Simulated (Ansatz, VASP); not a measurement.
**Pd in VASP and in Ansatz**

File INCAR:

```
SYSTEM = Pd
PREC = Accurate ; ENCUT = 520
EDIFF = 1E-7 ; ISMEAR = -1
SIGMA = 0.08 ; LREAL = .FALSE.
LASPH = .TRUE. ; NELM = 100
ALGO = Normal ; ISIF = 2
LWAVE = .FALSE. ; LCHARG = .TRUE.
GGA = PE ; LELF = .TRUE.
LVHAR = .TRUE. ; NBANDS = 17
```

Contents of KPOINTS:

```
Automatic mesh
0
G
  12 12 12
  0 0 0
```

Contents of POSCAR:

```
Pd
1.0
    0.0000000000      2.1408649783      2.1408649783
    2.1408649783      0.0000000000      2.1408649783
    2.1408649783      2.1408649783      0.0000000000
Pd
2
Direct
   -0.1250000000     -0.1250000000     -0.1250000000
    0.1250000000      0.1250000000      0.1250000000
```

Input for Ansatz:

```yaml
crystal:
  lattice:
    - [0.0, 2.1408649783, 2.1408649783]
    - [2.1408649783, 0.0, 2.1408649783]
    - [2.1408649783, 2.1408649783, 0.0]
  atoms:
    - { symbol: Pd, position: [-0.125, -0.125, -0.125] }
    - { symbol: Pd, position: [0.125, 0.125, 0.125] }
kpoints:
  mp_grid: { grid: [12, 12, 12] }
scf:
  occupations: { method: fermi_dirac, width: 0.08 }
hamiltonian:
  xc: pbe
  pseudopotentials: { kind: all_electron, datasets: crystal }
output:
  forces: true
  stress: true
  eigenvalues: true
```

Change from the starting cell: volume scaled by 0.4, crystal datasets.

Alike in both runs: task single point; functional PBE; k mesh 12 × 12 × 12; occupations fermi-dirac, width 0.08 eV; no spin polarisation.

```csv
,VASP,Ansatz
version,VASP 6.6.1,Ansatz 0.2.0
potentials or method,"VASP PAW PBE potentials, release 64 (Pd), cutoff 520 eV","all-electron PAW with datasets made for the crystal, scalar-relativistic"
```

|  | VASP | Ansatz | Ansatz less VASP |
| --- | --- | --- | --- |
| pressure (GPa) | 503.7 | 631.9 | +128.19 |

The pressures are high and differ by over a tenth, so treat them with care. Ansatz ran all-electron here, and VASP with PAW potentials.

Noted on VASP's run: the cell as given lies far from equilibrium.
